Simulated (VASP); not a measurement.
# Ga (Fd-3m) in VASP: a series of runs, part 2 of 2

VASP 6.6.1.

### Step 4. Single point, r2SCAN (26.99 Å³/atom)

This run uses another cell than the first one, of 26.99 Å³/atom.

The input, POSCAR:

```
Ga
1.0
    0.0000000000      2.9997287446      2.9997287446
    2.9997287446      0.0000000000      2.9997287446
    2.9997287446      2.9997287446      0.0000000000
Ga
2
Direct
    0.1250000000      0.1250000000      0.1250000000
    0.8750000000      0.8750000000      0.8750000000
```

The input, INCAR.step1:

```
ALGO     = Normal         # electronic algorithm
EDIFF    = 1E-4           # SCF threshold, eV
ENCUT    = 520            # plane-wave cutoff, eV
GGA      = PE             # functional
ISMEAR   = -1             # smearing method
LASPH    = T              # aspherical terms in the spheres
LCHARG   = F              # write CHGCAR
LREAL    = F              # projectors in reciprocal space
LWAVE    = T              # write WAVECAR
NBANDS   = 20             # bands
NELM     = 80             # most SCF steps
PREC     = Accurate       # precision mode
SIGMA    = 0.1            # smearing width, eV
```

The input, INCAR.step2:

```
ALGO     = Normal         # electronic algorithm
EDIFF    = 1E-7           # SCF threshold, eV
ENCUT    = 520            # plane-wave cutoff, eV
ISIF     = 2              # what is computed and relaxed
ISMEAR   = -1             # smearing method
ISTART   = 1            
LASPH    = T              # aspherical terms in the spheres
LCHARG   = F              # write CHGCAR
LMIXTAU  = T            
LREAL    = F              # projectors in reciprocal space
LWAVE    = F              # write WAVECAR
METAGGA  = R2SCAN         # meta-GGA
NBANDS   = 20             # bands
NELM     = 80             # most SCF steps
PREC     = Accurate       # precision mode
SIGMA    = 0.1            # smearing width, eV
```

The input, KPOINTS:

```
k-points
0
Gamma
  11 11 11
```

Command:

```
$ cat potpaw_PBE.64/Ga_d/POTCAR > POTCAR
$ cp INCAR.step1 INCAR
$ mpirun -np 1 vasp_std > vasp.out
$ cp INCAR.step2 INCAR
$ mpirun -np 1 vasp_std > vasp.out
```

It took 2.1 min on 1 thread of AMD EPYC 9R45 (Zen 5), shared host; peak memory 0.18 GiB.

It converged, with:

| Quantity | Value |
| --- | --- |
| Free energy | -22.1992 eV |
| Pressure | -3.8 GPa |
| Band gap on the k mesh | zero (bands 13 and 14 overlap by 3.66 eV) |

Levels at points of the mesh, in eV from the Fermi level:
```csv
k point,band 9,band 10,band 11,band 12,band 13,band 14,band 15,band 16,band 17,band 18
"(0.00, 0.00, 0.00)",-14.82,-14.82,-9.42,2.68,2.68,2.68,3.26,4.83,4.83,4.83
```

Caveat: the cell stands under tension; the PAW data sets were made with another functional, which shifts forces and pressure a little.

### Step 5. Single point, r2SCAN

This run uses another cell than the first one, of 24.10 Å³/atom.

The input, POSCAR:

```
Ga
1.0
    0.0000000000      2.8885239788      2.8885239788
    2.8885239788      0.0000000000      2.8885239788
    2.8885239788      2.8885239788      0.0000000000
Ga
2
Direct
    0.1250000000      0.1250000000      0.1250000000
    0.8750000000      0.8750000000      0.8750000000
```

The input, INCAR.step1:

```
PREC = Accurate
ENCUT = 520
ISMEAR = -1
SIGMA = 0.1
LREAL = F
LASPH = T
NELM = 60
NBANDS = 20
GGA = PE
ALGO = Normal
EDIFF = 1E-4
LWAVE = T
LCHARG = F
```

The input, INCAR.step2:

```
PREC = Accurate
ENCUT = 520
EDIFF = 1E-6
ISMEAR = -1
SIGMA = 0.1
LREAL = F
LASPH = T
NELM = 60
ALGO = Normal
ISIF = 2
LWAVE = F
LCHARG = T
METAGGA = R2SCAN
LMIXTAU = T
LELF = T
LVHAR = T
NBANDS = 20
ISTART = 1
```

The input, KPOINTS:

```
regular mesh
0
Gamma
  15 15 15
```

Command:

```
$ cat potpaw_PBE.64/Ga_d/POTCAR > POTCAR
$ cp INCAR.step1 INCAR
$ mpirun -np 1 vasp_std > vasp.out
$ cp INCAR.step2 INCAR
$ mpirun -np 1 vasp_std > vasp.out
```

Wall time 3.8 min (1 thread of AMD EPYC 9R45 (Zen 5), shared host); peak memory 0.2 GiB.

The run converged. Its results:

| Item | Value |
| --- | --- |
| Free energy | -22.2741 eV |
| Pressure | 0.1 GPa |
| Band gap on the k mesh | zero (bands 13 and 14 overlap by 4.30 eV) |

Levels at points of the mesh, in eV from the Fermi level:
| k point | band 9 | band 10 | band 11 | band 12 | band 13 | band 14 | band 15 | band 16 | band 17 | band 18 |
| --- | --- | --- | --- | --- | --- | --- | --- | --- | --- | --- |
| (0.00, 0.00, 0.00) | -14.79 | -14.79 | -10.01 | 3.00 | 3.00 | 3.00 | 4.49 | 5.16 | 5.16 | 5.16 |

Caveat: the PAW data sets were made with another functional, which shifts forces and pressure a little.

### Step 6. Relaxation of cell and atoms, r2SCAN

This run uses another cell than the first one, of 26.45 Å³/atom.

The input, POSCAR:

```
Ga
1.0
    0.0000000000      2.9796103622      2.9796103622
    2.9796103622      0.0000000000      2.9796103622
    2.9796103622      2.9796103622      0.0000000000
Ga
2
Direct
    0.1250000000      0.1250000000      0.1250000000
    0.8750000000      0.8750000000      0.8750000000
```

The input, INCAR.step1:

```
PREC = Accurate
ENCUT = 600
ISMEAR = -1
SIGMA = 0.1
LREAL = False
LASPH = True
NELM = 80
GGA = PE
ALGO = Normal
EDIFF = 1E-4
LWAVE = True
LCHARG = False
```

The input, INCAR.step2:

```
PREC = Accurate
ENCUT = 600
EDIFF = 1E-7
ISMEAR = -1
SIGMA = 0.1
LREAL = False
LASPH = True
NELM = 80
ALGO = Normal
ISIF = 3
LWAVE = False
LCHARG = False
METAGGA = R2SCAN
LMIXTAU = True
IBRION = 2
NSW = 80
EDIFFG = -0.01
ISTART = 1
```

The input, KPOINTS:

```
regular mesh
0
Gamma
  9 9 9
```

Potentials or basis: VASP PAW PBE potentials, release 64 (Ga_d).

Command:

```
$ cat potpaw_PBE.64/Ga_d/POTCAR > POTCAR
$ cp INCAR.step1 INCAR
$ mpirun -np 1 vasp_std > vasp.out
$ cp INCAR.step2 INCAR
$ mpirun -np 1 vasp_std > vasp.out
```

OUTCAR:

```text
PREC = Accurate
   ENCUT = 600
   EDIFF = 1E-7
   ISMEAR = -1
   LREAL = False
   LASPH = True
   NELM = 80
   ISIF = 3
   METAGGA = R2SCAN
   IBRION = 2
   NSW = 80
   EDIFFG = -0.01
   ISTART = 1

 ion  position               nearest neighbor table
   1  0.125  0.125  0.125-   2 2.58   2 2.58   2 2.58   2 2.58
   2  0.875  0.875  0.875-   1 2.58   1 2.58   1 2.58   1 2.58

  LATTYP: Found a face centered cubic cell.
 ALAT       =     5.9592207244

  Lattice vectors:

 A1 = (   0.0000000000,   2.9796103622,   2.9796103622)
 A2 = (   2.9796103622,   0.0000000000,   2.9796103622)
 A3 = (   2.9796103622,   2.9796103622,   0.0000000000)

Analysis of symmetry for initial positions (statically):
=====================================================================
 Subroutine PRICEL returns:
 Original cell was already a primitive cell.

 Routine SETGRP: Setting up the symmetry group for a
 face centered cubic supercell.

 Subroutine GETGRP returns: Found 48 space group operations
 (whereof 12 operations were pure point group operations)
 out of a pool of 48 trial point group operations.

The static configuration has the point symmetry D_3d.
 The point group associated with its full space group is O_h .

Analysis of symmetry for dynamics (positions and initial velocities):
=====================================================================
 Subroutine PRICEL returns:
 Original cell was already a primitive cell.

 Routine SETGRP: Setting up the symmetry group for a
 face centered cubic supercell.

 Subroutine GETGRP returns: Found 48 space group operations
 (whereof 12 operations were pure point group operations)
 out of a pool of 48 trial point group operations.

The dynamic configuration has the point symmetry D_3d.
 The point group associated with its full space group is O_h .

 Subroutine INISYM returns: Found 48 space group operations
 (whereof 12 operations are pure point group operations),
 and found     1 'primitive' translations

----------------------------------------------------------------------------------------

                                     Primitive cell

[... 94 lines left out ...]
   IBRION =      2    ionic relax: 0-MD 1-quasi-New 2-CG
   NFREE  =      1    steps in history (QN), initial steepest desc. (CG)
   ISIF   =      3    stress and relaxation
   ISYM   =      2    0-nonsym 1-usesym 2-fastsym
   POTIM  = 0.5000    time-step for ionic-motion
   TEBEG  =    0.0;   TEEND  =   0.0 temperature during run
   PSTRESS=    0.0 pullay stress
   NELECT =      26.0000    total number of electrons
   NUPDOWN=      -1.0000    fix difference up-down
   EMIN   =  10.00;   EMAX   =-10.00  energy-range for DOS
   EFERMI =   0.00;   METHOD = LEGACY
   ISMEAR =    -1;   SIGMA  =   0.10  broadening in eV -4-tet -1-fermi 0-gaus
   EFERMI_NEDOS =   21; number of points for ismear=-14 and -15
   IALGO  =     38    algorithm
   IMIX   =      4    mixing-type and parameters
     AMIX     =   0.40;   BMIX     =  1.00
     AMIX_MAG =   1.60;   BMIX_MAG =  1.00
  volume/ion in A,a.u.               =      26.45       178.52
  Fermi-wavevector in a.u.,A,eV,Ry     =   1.291903  2.441342 22.708295  1.669013
  Thomas-Fermi vector in A             =   2.423644
   LORBIT       =      0    0 simple, 1 ext, 2 COOP (PROOUT), +10 PAW based schemes
   METAGGA = R2SCAN    functional components
   LHFCALC =     F    Hartree Fock is set to
   AEXX    =    0.0000 exact exchange contribution
   IVDW    =     0    specifies the selected vdW correction
   LEPSILON=     F    determine dielectric tensor
   LRPA    =     F    only Hartree local field effects (RPA)
 conjugate gradient relaxation of ions
 non-spin polarized calculation
  energy-cutoff  :      600.00
  volume of cell :       52.91
 maximum number of plane-waves:      1807
 NGX is ok and might be reduce to    36
   NGX = 17   NGY = 17   NGZ = 17

--------------------------------------- Ionic step        1  -------------------------------------------

 number of electron      25.9999995 magnetization

 Free energy of the ion-electron system (eV)
  ---------------------------------------------------
  ext. energy  EPLUGINS =         0.00000000
  ---------------------------------------------------
  free energy    TOTEN  =       -22.22283021 eV

  energy without entropy =      -22.17627896  energy(sigma->0) =      -22.19955459

 E-fermi :   2.1551     XC(G=0):  -9.9105

 val. band max:        2.1166042541   @ k =   0.3333   0.3333   0.0000
 cond. band min:       2.1687456190   @ k =   0.4444   0.3333   0.1111
 fundamental gap:      0.0521413649
 Fermi energy:         2.1550784723

 k-point     1 :       0.0000    0.0000    0.0000
  band No.  band energies     occupation
      1     -13.0567      2.00000
      2     -13.0567      2.00000
      3     -13.0567      2.00000
      4     -13.0169      2.00000
      5     -13.0169      2.00000
      6     -12.7294      2.00000
[... 542 lines left out ...]
--------------------------------------- Ionic step        3  -------------------------------------------

 number of electron      26.0000007 magnetization

 Free energy of the ion-electron system (eV)
  ---------------------------------------------------
  ext. energy  EPLUGINS =         0.00000000
  ---------------------------------------------------
  free energy    TOTEN  =       -22.27807694 eV

  energy without entropy =      -22.23665716  energy(sigma->0) =      -22.25736705

 E-fermi :   2.7439     XC(G=0): -10.3775

 val. band max:        2.7246909711   @ k =   0.4444   0.3333   0.1111
 cond. band min:       2.7594964576   @ k =   0.3333   0.2222   0.1111
 fundamental gap:      0.0348054864
 Fermi energy:         2.7439416644

 k-point     1 :       0.0000    0.0000    0.0000
  band No.  band energies     occupation
      1     -12.5296      2.00000
      2     -12.5296      2.00000
      3     -12.5296      2.00000
      4     -12.4834      2.00000
      5     -12.4834      2.00000
      6     -12.1313      2.00000
[... 500 lines left out ...]
  FREE ENERGIE OF THE ION-ELECTRON SYSTEM (eV)
  ---------------------------------------------------
  free  energy   TOTEN  =       -22.2780769403 eV

  energy  without entropy=      -22.2366571637  energy(sigma->0) =      -22.25736705

 reached required accuracy - stopping structural energy minimisation
```

OUTCAR.step1:

```text
PREC = Accurate
   ENCUT = 600
   ISMEAR = -1
   LREAL = False
   LASPH = True
[... 703 lines left out ...]
      0.74490      0.74490      0.74490         0.000000      0.000000      0.000000
      5.21432      5.21432      5.21432        -0.000000     -0.000000     -0.000000
 -----------------------------------------------------------------------------------
    total drift:                                0.000000      0.000000      0.000000

  FREE ENERGIE OF THE ION-ELECTRON SYSTEM (eV)
  ---------------------------------------------------
  free  energy   TOTEN  =        -5.2653653832 eV

  energy  without entropy=       -5.2159573177  energy(sigma->0) =       -5.24066135
```

OSZICAR.step1:

```text
N       E                     dE             d eps       ncg     rms          rms(c)
DAV:   1     0.121318461540E+03    0.12132E+03   -0.14824E+04  1190   0.280E+03
DAV:   2     0.377480998510E+01   -0.11754E+03   -0.11627E+03  1273   0.390E+02
DAV:   3    -0.513164080094E+01   -0.89065E+01   -0.88782E+01  1330   0.101E+02
DAV:   4    -0.527185519570E+01   -0.14021E+00   -0.14002E+00  1494   0.135E+01
DAV:   5    -0.527432633142E+01   -0.24711E-02   -0.24710E-02  1360   0.170E+00    0.139E+00
DAV:   6    -0.526277702569E+01    0.11549E-01   -0.62160E-02  1602   0.424E+00    0.773E-01
DAV:   7    -0.526503181378E+01   -0.22548E-02   -0.13347E-02  1566   0.180E+00    0.198E-01
DAV:   8    -0.526531123094E+01   -0.27942E-03   -0.29737E-03  1498   0.750E-01    0.278E-02
DAV:   9    -0.526536538323E+01   -0.54152E-04   -0.20248E-04  1004   0.185E-01
   1 F= -.52653654E+01 E0= -.52406614E+01  d E =-.494081E-01
```

Run time: 5.9 min. Hardware: 1 thread of AMD EPYC 9R45 (Zen 5), shared host; peak memory 0.21 GiB.

Results:

| Property | Result |
| --- | --- |
| Free energy | -22.2781 eV |
| Relaxed volume | 24.10 Å³/atom |
| Relaxed cell | a = 4.085 Å, b = 4.085 Å, c = 4.085 Å, α = 60.00°, β = 60.00°, γ = 60.00° |
| Space group after relaxing (to 0.1 Å) | Fd-3m (No. 227) |
| Energy gained by relaxing | 27.6 meV/atom |
| Ionic steps | 3 |
| Pressure after relaxing | -0.1 GPa |
| Band gap on the k mesh | zero (bands 13 and 14 overlap by 4.12 eV) |

Step by step:
```tsv
step	energy change (eV)	largest force (eV/Å)	pressure (GPa)	volume (Å³)
1	0.0000	0.0000	-3.34	52.91
2	-0.0540	0.0000	-0.57	48.79
3	-0.0552	0.0000	-0.06	48.20
```

Final structure:
```
CELL_PARAMETERS angstrom
0.00000 2.88852 2.88852
2.88852 0.00000 2.88852
2.88852 2.88852 0.00000
ATOMIC_POSITIONS crystal
Ga 0.12500 0.12500 0.12500
Ga 0.87500 0.87500 0.87500
```

Caveat: the PAW data sets were made with another functional, which shifts forces and pressure a little.

### Step 7. The runs side by side

```tsv
task	cell	k mesh	cutoff (eV)	gap on the mesh (eV)	pressure (GPa)
single point	a = 4.139 Å, angles 60.0°, 2 atoms	11 × 11 × 11	520	none	-1.6
single point	a = 4.191 Å, angles 60.0°, 2 atoms	11 × 11 × 11	520	none	-2.8
single point	a = 4.242 Å, angles 60.0°, 2 atoms	11 × 11 × 11	520	none	-3.8
single point	a = 4.085 Å, angles 60.0°, 2 atoms	15 × 15 × 15	520	none	0.1
relaxation of cell and atoms	relaxed from a = 4.214 Å, angles 60.0°, 2 atoms	9 × 9 × 9	600	none	-0.1
```

Alike in all rows: level r2SCAN; potentials or basis VASP PAW PBE potentials, release 64 (Ga_d); no spin polarisation; smearing fermi-dirac 0.1 eV.

Caveats: the PAW data sets were made with another functional, which shifts forces and pressure a little; the cell stands under tension (at least some runs).

Total energies depend on the potentials used, so only differences within one code and one set of settings carry meaning.
